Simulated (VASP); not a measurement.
# AlSn (P-6m2) in VASP: a series of runs

Aim: see how the results for AlSn move with the level of theory and the settings. Levels: LDA, r2SCAN. Tasks: single point.

All numbers are computed with VASP 6.6.1; they aren't measurements. Logs are shortened: lines on timing, memory, paths and dates and some standing lists are left out, and cuts for length are marked.

### Step 1. The cell of the first run

The structure is hexagonal, space group P-6m2 (No. 187). Conventional cell: a = 4.198 Å, b = 4.198 Å, c = 3.307 Å, α = 90.00°, β = 90.00°, γ = 120.00°. Sn (site symmetry -6m2) has 6 Al at 2.93 Å and 2 Sn at 3.31 Å within 3.9 Å. Al (site symmetry -6m2) has 6 Sn at 2.93 Å and 2 Al at 3.31 Å within 3.9 Å.

### Step 2. Single point, LDA

The input, INCAR:

```
SYSTEM = AlSn
PREC = Accurate
ENCUT = 520
EDIFF = 1E-6
ISMEAR = -1
SIGMA = 0.05
LREAL = .False.
LASPH = .True.
NELM = 100
ALGO = Normal
ISIF = 2
LWAVE = .False.
LCHARG = .False.
NBANDS = 16
```

The input, KPOINTS:

```
regular mesh
0
Gamma
  7 7 8
  0 0 0
```

The input, POSCAR:

```
AlSn
1.0
    4.1981056157      0.0000000000      0.0000000000
   -2.0990528078      3.6356661109      0.0000000000
    0.0000000000      0.0000000000      3.3068470000
Sn Al
1 1
Direct
    0.3333333333      0.6666666667      0.5000000000
    0.0000000000      0.0000000000      0.0000000000
```

Potentials or basis: VASP PAW LDA potentials, release 64 (Sn_d, Al).

On the command line:

```console
$ cat potpaw_LDA.64/Sn_d/POTCAR potpaw_LDA.64/Al/POTCAR > POTCAR
$ mpirun -np 1 vasp_std > vasp.out
```

OUTCAR:

```text
SYSTEM = AlSn
   PREC = Accurate
   ENCUT = 520
   EDIFF = 1E-6
   ISMEAR = -1
   LREAL = .False.
   LASPH = .True.
   NELM = 100
   ISIF = 2

 ion  position               nearest neighbor table
   1  0.333  0.667  0.500-   2 2.93   2 2.93   2 2.93   2 2.93   2 2.93   2 2.93
   2  0.000  0.000  0.000-   1 2.93   1 2.93   1 2.93   1 2.93   1 2.93   1 2.93

  LATTYP: Found a hexagonal cell.
 ALAT       =     4.1981056157
 C/A-ratio  =     0.7876998110

  Lattice vectors:

 A1 = (   4.1981056157,   0.0000000000,   0.0000000000)
 A2 = (  -2.0990528078,   3.6356661109,   0.0000000000)
 A3 = (   0.0000000000,   0.0000000000,   3.3068470000)

Analysis of symmetry for initial positions (statically):
=====================================================================
 Subroutine PRICEL returns:
 Original cell was already a primitive cell.

 Routine SETGRP: Setting up the symmetry group for a
 hexagonal supercell.

 Subroutine GETGRP returns: Found 12 space group operations
 (whereof 12 operations were pure point group operations)
 out of a pool of 24 trial point group operations.

The static configuration has the point symmetry D_3h.

Analysis of symmetry for dynamics (positions and initial velocities):
=====================================================================
 Subroutine PRICEL returns:
 Original cell was already a primitive cell.

 Routine SETGRP: Setting up the symmetry group for a
 hexagonal supercell.

 Subroutine GETGRP returns: Found 12 space group operations
 (whereof 12 operations were pure point group operations)
 out of a pool of 24 trial point group operations.

The dynamic configuration has the point symmetry D_3h.

 Subroutine INISYM returns: Found 12 space group operations
 (whereof 12 operations are pure point group operations),
 and found     1 'primitive' translations

----------------------------------------------------------------------------------------

                                     Primitive cell

  volume of cell :      50.4721

  direct lattice vectors                    reciprocal lattice vectors
     4.198105616  0.000000000  0.000000000     0.238202678  0.137526380  0.000000000
    -2.099052808  3.635666111  0.000000000     0.000000000  0.275052760  0.000000000
     0.000000000  0.000000000  3.306847000     0.000000000  0.000000000  0.302402863

  length of vectors
     4.198105616  4.198105616  3.306847000     0.275052760  0.275052760  0.302402863

  position of ions in fractional coordinates (direct lattice)
     0.333333333  0.666666667  0.500000000
     0.000000000  0.000000000  0.000000000

  ion indices of the primitive-cell ions
   primitive index   ion index
                 1           1
                 2           2

----------------------------------------------------------------------------------------

 KPOINTS: regular mesh

Automatic generation of k-mesh.
 Grid dimensions read from file:
 generate k-points for:    7    7    8

 Generating k-lattice:

  Cartesian coordinates                     Fractional coordinates (reciprocal lattice)
     0.034028954  0.019646626  0.000000000     0.142857143  0.000000000  0.000000000
     0.000000000  0.039293251  0.000000000     0.000000000  0.142857143  0.000000000
     0.000000000  0.000000000  0.037800358     0.000000000  0.000000000  0.125000000

  Length of vectors
     0.039293251  0.039293251  0.037800358

  Shift w.r.t. Gamma in fractional coordinates (k-lattice)
     0.000000000  0.000000000  0.000000000

 Subroutine IBZKPT returns following result:
 ===========================================

 Found     40 irreducible k-points:

 Following reciprocal coordinates:
            Coordinates               Weight
  0.000000  0.000000  0.000000      1.000000
  0.142857  0.000000  0.000000      6.000000
  0.285714  0.000000  0.000000      6.000000
  0.428571  0.000000  0.000000      6.000000
  0.142857  0.142857  0.000000      6.000000
  0.285714  0.142857  0.000000     12.000000
[... 16 lines left out ...]
  0.428571  0.142857  0.250000     12.000000
  0.285714  0.285714  0.250000     12.000000
 [... further k-points ...]
   k-points           NKPTS =     40   k-points in BZ     NKDIM =     40   number of bands    NBANDS=     16
   number of dos      NEDOS =    301   number of ions     NIONS =      2
   total plane-waves  NPLWV =  28672
   dimension x,y,z NGX =    32 NGY =   32 NGZ =   28
   dimension x,y,z NGXF=    64 NGYF=   64 NGZF=   56
   ions per type =               1   1
   NGX,Y,Z   is equivalent  to a cutoff of  12.67, 12.67, 14.08 a.u.
   NGXF,Y,Z  is equivalent  to a cutoff of  25.34, 25.34, 28.15 a.u.
 SYSTEM =  AlSn
   PREC   = accura    normal or accurate (medium, high low for compatibility)
   ISTART =      0    job   : 0-new  1-cont  2-samecut
   ICHARG =      2    charge: 1-file 2-atom 10-const
   ISPIN  =      1    spin polarized calculation?
   LNONCOLLINEAR =      F non collinear calculations
   LSORBIT =      F    spin-orbit coupling
   LASPH  =      T    aspherical Exc in radial PAW
   ENCUT  =  520.0 eV  38.22 Ry    6.18 a.u.   7.81  7.81  6.15*2*pi/ulx,y,z
   NELM   =    100;   NELMIN=  2; NELMDL= -5     # of ELM steps
   EDIFF  = 0.1E-05   stopping-criterion for ELM
   LREAL  =      F    real-space projection
   EDIFFG = 0.1E-04   stopping-criterion for IOM
   NSW    =      0    number of steps for IOM
   IBRION =     -1    ionic relax: 0-MD 1-quasi-New 2-CG
   NFREE  =      0    steps in history (QN), initial steepest desc. (CG)
   ISIF   =      2    stress and relaxation
   ISYM   =      2    0-nonsym 1-usesym 2-fastsym
   POTIM  = 0.5000    time-step for ionic-motion
   TEBEG  =    0.0;   TEEND  =   0.0 temperature during run
   PSTRESS=    0.0 pullay stress
   NELECT =      17.0000    total number of electrons
   NUPDOWN=      -1.0000    fix difference up-down
   EMIN   =  10.00;   EMAX   =-10.00  energy-range for DOS
   EFERMI =   0.00;   METHOD = LEGACY
   ISMEAR =    -1;   SIGMA  =   0.05  broadening in eV -4-tet -1-fermi 0-gaus
   EFERMI_NEDOS =   21; number of points for ismear=-14 and -15
   IALGO  =     38    algorithm
   IMIX   =      4    mixing-type and parameters
     AMIX     =   0.40;   BMIX     =  1.00
     AMIX_MAG =   1.60;   BMIX_MAG =  1.00
  volume/ion in A,a.u.               =      25.24       170.30
  Fermi-wavevector in a.u.,A,eV,Ry     =   1.139044  2.152482 17.652500  1.297422
  Thomas-Fermi vector in A             =   2.275748
   LORBIT       =      0    0 simple, 1 ext, 2 COOP (PROOUT), +10 PAW based schemes
   GGA     = CA    functional components
   LHFCALC =     F    Hartree Fock is set to
   AEXX    =    0.0000 exact exchange contribution
   IVDW    =     0    specifies the selected vdW correction
   LEPSILON=     F    determine dielectric tensor
   LRPA    =     F    only Hartree local field effects (RPA)
 non-spin polarized calculation
  energy-cutoff  :      520.00
  volume of cell :       50.47
 maximum number of plane-waves:      1374
 NGX is ok and might be reduce to    32
   NGX = 15   NGY = 15   NGZ = 13

 number of electron      16.9999999 magnetization

 Free energy of the ion-electron system (eV)
  ---------------------------------------------------
  ext. energy  EPLUGINS =         0.00000000
  ---------------------------------------------------
  free energy    TOTEN  =        -8.30113955 eV

  energy without entropy =       -8.29740932  energy(sigma->0) =       -8.29927443

 E-fermi :   6.1833     XC(G=0):  -9.7655

 val. band max:        6.0900868080   @ k =   0.2857   0.2857   0.2500
 cond. band min:       6.2025560290   @ k =   0.0000   0.0000   0.1250
 fundamental gap:      0.1124692210
 Fermi energy:         6.1832694774

 k-point     1 :       0.0000    0.0000    0.0000
  band No.  band energies     occupation
      1     -15.0812      2.00000
      2     -14.9747      2.00000
      3     -14.9747      2.00000
      4     -14.9548      2.00000
      5     -14.9548      2.00000
      6      -4.2695      2.00000
[... 8 lines left out ...]
     15      17.5644      0.00000
     16      19.0064      0.00000

 k-point     2 :       0.1429    0.0000    0.0000
  band No.  band energies     occupation
      1     -15.0796      2.00000
      2     -14.9751      2.00000
      3     -14.9709      2.00000
      4     -14.9560      2.00000
      5     -14.9551      2.00000
      6      -4.0600      2.00000
[... 8 lines left out ...]
     15      16.1908      0.00000
     16      18.5861      0.00000

 k-point     3 :       0.2857    0.0000    0.0000
  band No.  band energies     occupation
      1     -15.0761      2.00000
      2     -14.9761      2.00000
      3     -14.9625      2.00000
      4     -14.9587      2.00000
      5     -14.9558      2.00000
      6      -3.4579      2.00000
[... 8 lines left out ...]
     15      15.7998      0.00000
     16      17.6529      0.00000

 k-point     4 :       0.4286    0.0000    0.0000
  band No.  band energies     occupation
      1     -15.0735      2.00000
      2     -14.9768      2.00000
      3     -14.9609      2.00000
      4     -14.9564      2.00000
      5     -14.9557      2.00000
      6      -2.6552      2.00000
[... 8 lines left out ...]
     15      15.5459      0.00000
     16      17.2404      0.00000
[... 324 lines left out ...]
 k-point    22 :       0.2857    0.1429    0.2500
  band No.  band energies     occupation
      1     -14.9958      2.00000
      2     -14.9905      2.00000
      3     -14.9840      2.00000
      4     -14.9688      2.00000
      5     -14.9555      2.00000
      6      -2.0490      2.00000
[... 8 lines left out ...]
     15      16.6017      0.00000
     16      17.9841      0.00000

 k-point    23 :       0.4286    0.1429    0.2500
  band No.  band energies     occupation
      1     -14.9973      2.00000
      2     -14.9912      2.00000
      3     -14.9833      2.00000
      4     -14.9670      2.00000
      5     -14.9533      2.00000
      6      -1.4906      2.00000
[... 8 lines left out ...]
     15      16.6898      0.00000
     16      18.8129      0.00000

 k-point    24 :       0.2857    0.2857    0.2500
  band No.  band energies     occupation
      1     -14.9961      2.00000
      2     -14.9929      2.00000
      3     -14.9807      2.00000
      4     -14.9652      2.00000
      5     -14.9566      2.00000
      6      -1.3832      2.00000
[... 8 lines left out ...]
     15      18.3718      0.00000
     16      18.4124      0.00000

 [... further k-points ...]

------------------------ aborting loop because EDIFF is reached ----------------------------------------

  FORCE on cell =-STRESS in cart. coord.  units (eV):
  Direction    XX          YY          ZZ          XY          YZ          ZX
  --------------------------------------------------------------------------------------
  -------------------------------------------------------------------------------------
  Total       -0.9537483     -0.9537483     -0.9727495     -0.0000000      0.0000000      0.0000000
  in kB      -30.2756118    -30.2756118    -30.8787795     -0.0000000      0.0000000      0.0000000
  external PRESSURE =     -30.4766677 kB  Pullay stress =       0.0000000 kB

 VOLUME and BASIS-vectors are now :
 -----------------------------------------------------------------------------
  energy-cutoff  :      520.00
  volume of cell :       50.47
      direct lattice vectors                 reciprocal lattice vectors
     4.198105616  0.000000000  0.000000000     0.238202678  0.137526380  0.000000000
    -2.099052808  3.635666111  0.000000000     0.000000000  0.275052760  0.000000000
     0.000000000  0.000000000  3.306847000     0.000000000  0.000000000  0.302402863

 POSITION                                       TOTAL-FORCE (eV/Angst)
 -----------------------------------------------------------------------------------
     -0.00000      2.42378      1.65342         0.000000      0.000000      0.000000
      0.00000      0.00000      0.00000         0.000000      0.000000      0.000000
 -----------------------------------------------------------------------------------
    total drift:                               -0.000000      0.000000     -0.000000

  FREE ENERGIE OF THE ION-ELECTRON SYSTEM (eV)
  ---------------------------------------------------
  free  energy   TOTEN  =        -8.3011395467 eV

  energy  without entropy=       -8.2974093169  energy(sigma->0) =       -8.29927443
```

It took 20 s on 1 thread of Intel Xeon Platinum 8488C (Sapphire Rapids), shared host; peak memory 0.17 GiB.

What came out:

```
Free energy : -8.3011 eV
Pressure    : -3.0 GPa
```

Caveat: spin-orbit coupling is left out, which moves the levels of the heavy elements.

### Step 3. Single point, LDA

This run uses another cell than the first one, of 25.74 Å³/atom, 1.020 times its volume.

Changes to INCAR since step 2:

```diff
@@ -8,3 +8,3 @@
 LASPH = .True.
-NELM = 100
+NELM = 80
 ALGO = Normal
@@ -13,2 +13,3 @@
 LCHARG = .False.
+GGA = CA
 NBANDS = 16
```

KPOINTS is that of step 2.

The input, POSCAR:

```
AlSn
1.0
    4.2259084499      0.0000000000      0.0000000000
   -2.1129542249      3.6597440716      0.0000000000
    0.0000000000      0.0000000000      3.3287472872
Sn Al
1 1
Direct
    0.3333333333      0.6666666667      0.5000000000
    0.0000000000      0.0000000000      0.0000000000
```

Potentials or basis: VASP PAW LDA potentials, release 64 (Sn_d, Al).

On the command line:

```console
$ cat potpaw_LDA.64/Sn_d/POTCAR potpaw_LDA.64/Al/POTCAR > POTCAR
$ mpirun -np 1 vasp_std > vasp.out
```

Run time: 21 s. Hardware: 1 thread of Intel Xeon Platinum 8488C (Sapphire Rapids), shared host; peak memory 0.17 GiB.

The run converged. Its results:

| Item | Value |
| --- | --- |
| Free energy | -8.2796 eV |
| Pressure | -3.9 GPa |

Stress tensor (GPa, compression positive):
```
-3.77  0.00  0.00
 0.00 -3.77  0.00
 0.00  0.00 -4.08
```

Levels at points of the mesh, in eV from the Fermi level:
```csv
k point,band 4,band 5,band 6,band 7,band 8,band 9,band 10,band 11,band 12,band 13
"(0.00, 0.00, 0.00)",-21.12,-21.12,-10.31,-0.19,-0.19,0.50,2.54,3.16,3.16,5.23
"(0.00, 0.00, 0.50)",-21.13,-21.07,-7.39,-6.08,2.64,2.64,3.57,3.57,3.63,3.97
```

Caveat: spin-orbit coupling is left out, which moves the levels of the heavy elements.

### Step 4. Single point, LDA

This run uses another cell than the first one, of 26.25 Å³/atom, 1.040 times its volume.

The input, INCAR:

```
SYSTEM = AlSn
  ALGO = Fast
  EDIFF = 1E-7
  ENCUT = 520
  GGA = CA
  ISIF = 2
  ISMEAR = -1
  LASPH = .True.
  LCHARG = .True.
  LELF = .True.
  LREAL = .False.
  LVHAR = .True.
  LWAVE = .False.
  NBANDS = 16
  NELM = 100
  PREC = Accurate
  SIGMA = 0.05
```

The input, KPOINTS:

```
k-points
0
Gamma
  7 7 8
  0 0 0
```

The input, POSCAR:

```
AlSn
1.0
    4.2533501828      0.0000000000      0.0000000000
   -2.1266750913      3.6835093094      0.0000000000
    0.0000000000      0.0000000000      3.3503631350
Sn Al
1 1
Direct
    0.3333333333      0.6666666667      0.5000000000
    0.0000000000      0.0000000000      0.0000000000
```

On the command line:

```console
$ cat potpaw_LDA.64/Sn_d/POTCAR potpaw_LDA.64/Al/POTCAR > POTCAR
$ mpirun -np 1 vasp_std > vasp.out
```

Wall time 38 s (1 thread of Intel Xeon Platinum 8488C (Sapphire Rapids), shared host); peak memory 0.16 GiB.

The run converged. Its results:

```yaml
Free_energy: -8.2533 eV
Pressure: -4.6 GPa
```

Stress tensor (GPa, compression positive):
```
-4.40  0.00  0.00
 0.00 -4.40  0.00
 0.00  0.00 -4.94
```

Levels at points of the mesh, in eV from the Fermi level:
```tsv
k point	band 5	band 6	band 7	band 8	band 9	band 10	band 11	band 12
(0.00, 0.00, 0.00)	-21.10	-10.17	-0.16	-0.16	0.41	2.52	3.17	3.17
(0.00, 0.00, 0.50)	-21.05	-7.31	-5.98	2.62	2.62	3.54	3.55	3.55
```

Caveat: spin-orbit coupling is left out, which moves the levels of the heavy elements.

### Step 5. Single point, LDA

This run uses another cell than the first one, of 26.75 Å³/atom, 1.060 times its volume.

The input, INCAR:

```
PREC = Accurate ; ENCUT = 520
EDIFF = 1E-6 ; ISMEAR = -1
SIGMA = 0.05 ; LREAL = F
LASPH = T ; NELM = 80
ALGO = Normal ; ISIF = 2
LWAVE = F ; LCHARG = T
LELF = T ; LVHAR = T
NBANDS = 16
```

The input, KPOINTS:

```
Automatic mesh
0
Gamma
  7 7 8
```

The input, POSCAR:

```
AlSn
1.0
    4.2804423157      0.0000000000      0.0000000000
   -2.1402211578      3.7069717847      0.0000000000
    0.0000000000      0.0000000000      3.3717036030
Sn Al
1 1
Direct
    0.3333333333      0.6666666667      0.5000000000
    0.0000000000      0.0000000000      0.0000000000
```

On the command line:

```console
$ cat potpaw_LDA.64/Sn_d/POTCAR potpaw_LDA.64/Al/POTCAR > POTCAR
$ mpirun -np 1 vasp_std > vasp.out
```

Wall time 23 s (1 thread of Intel Xeon Platinum 8488C (Sapphire Rapids), shared host); peak memory 0.17 GiB.

It converged, with:

- Free energy: -8.2226 eV
- Pressure: -5.2 GPa

Stress tensor (GPa, compression positive):
```
-4.96  0.00  0.00
 0.00 -4.96  0.00
 0.00  0.00 -5.75
```

Levels at points of the mesh, in eV from the Fermi level:
```
           k point  band 4  band 5  band 6  band 7  band 8  band 9  band 10  band 11  band 12  band 13
(0.00, 0.00, 0.00)  -21.08  -21.08  -10.04   -0.13   -0.13    0.31     2.50     3.17     3.17     5.22
(0.00, 0.00, 0.50)  -21.09  -21.03   -7.23   -5.88    2.59    2.59     3.45     3.52     3.52     3.78
```

Caveat: spin-orbit coupling is left out, which moves the levels of the heavy elements.

### Step 6. Single point, r2SCAN

This run uses another cell than the first one, of 23.72 Å³/atom, 0.940 times its volume.

The input, POSCAR:

```
AlSn
1.0
    4.1124059441      0.0000000000      0.0000000000
   -2.0562029720      3.5614480182      0.0000000000
    0.0000000000      0.0000000000      3.2393413848
Sn Al
1 1
Direct
    0.3333333333      0.6666666667      0.5000000000
    0.0000000000      0.0000000000      0.0000000000
```

The input, INCAR.step1:

```
PREC = Accurate ; ENCUT = 520
ISMEAR = -1 ; SIGMA = 0.05
LREAL = F ; LASPH = T
NELM = 80 ; NBANDS = 16
GGA = PE ; ALGO = Normal
EDIFF = 1E-4 ; LWAVE = T
LCHARG = F
```

The input, INCAR.step2:

```
PREC = Accurate ; ENCUT = 520
EDIFF = 1E-6 ; ISMEAR = -1
SIGMA = 0.05 ; LREAL = F
LASPH = T ; NELM = 80
ALGO = Normal ; ISIF = 2
LWAVE = F ; LCHARG = T
METAGGA = R2SCAN ; LMIXTAU = T
LELF = T ; LVHAR = T
NBANDS = 16 ; ISTART = 1
```

The input, KPOINTS:

```
regular mesh
0
Gamma
  7 7 8
```

Potentials or basis: VASP PAW PBE potentials, release 64 (Sn_d, Al).

On the command line:

```console
$ cat potpaw_PBE.64/Sn_d/POTCAR potpaw_PBE.64/Al/POTCAR > POTCAR
$ cp INCAR.step1 INCAR
$ mpirun -np 1 vasp_std > vasp.out
$ cp INCAR.step2 INCAR
$ mpirun -np 1 vasp_std > vasp.out
```

Run time: 84 s. Hardware: 1 thread of Intel Xeon Platinum 8488C (Sapphire Rapids), shared host; peak memory 0.18 GiB.

Results (log left out):

```yaml
Free_energy: -30.9493 eV
Pressure: 2.4 GPa
```

Stress tensor (GPa, compression positive):
```
2.51 0.00 0.00
0.00 2.51 0.00
0.00 0.00 2.23
```

Levels at points of the mesh, in eV from the Fermi level:
| k point | band 5 | band 6 | band 7 | band 8 | band 9 | band 10 | band 11 | band 12 |
| --- | --- | --- | --- | --- | --- | --- | --- | --- |
| (0.00, 0.00, 0.00) | -21.94 | -11.47 | -0.35 | -0.35 | 1.39 | 2.91 | 3.31 | 3.31 |
| (0.00, 0.00, 0.50) | -21.88 | -8.03 | -6.88 | 2.97 | 2.97 | 3.92 | 3.92 | 4.54 |

Caveat: the PAW data sets were made with another functional, which shifts forces and pressure a little; spin-orbit coupling is left out, which moves the levels of the heavy elements.

### Step 7. The runs side by side

| level | potentials or basis | cell | gap on the mesh (eV) | pressure (GPa) |
| --- | --- | --- | --- | --- |
| LDA | VASP PAW LDA potentials, release 64 (Sn_d, Al) | a = 4.198, b = 4.198, c = 3.307 Å, angles 90.0, 90.0, 120.0°, 2 atoms | none | -3.0 |
| LDA | VASP PAW LDA potentials, release 64 (Sn_d, Al) | a = 4.226, b = 4.226, c = 3.329 Å, angles 90.0, 90.0, 120.0°, 2 atoms | none | -3.9 |
| LDA | VASP PAW LDA potentials, release 64 (Sn_d, Al) | a = 4.253, b = 4.253, c = 3.350 Å, angles 90.0, 90.0, 120.0°, 2 atoms | none | -4.6 |
| LDA | VASP PAW LDA potentials, release 64 (Sn_d, Al) | a = 4.280, b = 4.280, c = 3.372 Å, angles 90.0, 90.0, 120.0°, 2 atoms | none | -5.2 |
| r2SCAN | VASP PAW PBE potentials, release 64 (Sn_d, Al) | a = 4.112, b = 4.112, c = 3.239 Å, angles 90.0, 90.0, 120.0°, 2 atoms | none | 2.4 |

Alike in all rows: task single point; no spin polarisation; k mesh 7 × 7 × 8; cutoff (eV) 520; smearing fermi-dirac 0.05 eV.

Caveats: spin-orbit coupling is left out, which moves the levels of the heavy elements; the PAW data sets were made with another functional, which shifts forces and pressure a little (some runs).

Total energies depend on the potentials used, so only differences within one code and one set of settings carry meaning.
